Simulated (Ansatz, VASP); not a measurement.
# Pd in VASP and in Ansatz

```xyz
4
Lattice="2.7286 0.0000 0.0000 -1.3643 2.3630 0.0000 0.0000 0.0000 9.0251" Properties=species:S:1:pos:R:3 pbc="T T T"
Pd    0.0000    0.0000    9.0251
Pd    0.0000    0.0000    4.5126
Pd    0.0000    1.5754    2.2563
Pd    1.3643    0.7877    6.7688
```

Alike in both runs: task single point; functional RPBE; k mesh 14 × 14 × 4; occupations fermi-dirac, width 0.05 eV; collinear spin.

```csv
,VASP,Ansatz
version,VASP 6.6.1,Ansatz 0.2.0
potentials or method,"VASP PAW PBE potentials, release 64 (Pd), cutoff 520 eV","plane waves (420 eV) with PAW, scalar-relativistic"
valence electrons in the cell,40,72
```

Ansatz gave:

```
pressure (GPa)                                                : 15.6
traceless stress, the component that is largest in VASP (GPa) : -0.90
net moment per atom (μB)                                      : 0.32
size of the moment on the site where the two differ most (μB) : 0.33
```

Task: Estimate VASP's values.

Result: Pressure (GPa): 15.3; traceless stress, the component that is largest in VASP (GPa): -0.91; net moment per atom (μB): 0.32; size of the moment on the site where the two differ most (μB): 0.32.

VASP's potentials were made for PBE, not for RPBE. Site moments also hang on the region over which each program counts them. With one functional, cell and mesh, what is left measures potentials, basis and numerics. VASP's potentials hold 40 valence electrons a cell and Ansatz's 72, so a difference there can come from the potentials and not from the codes.
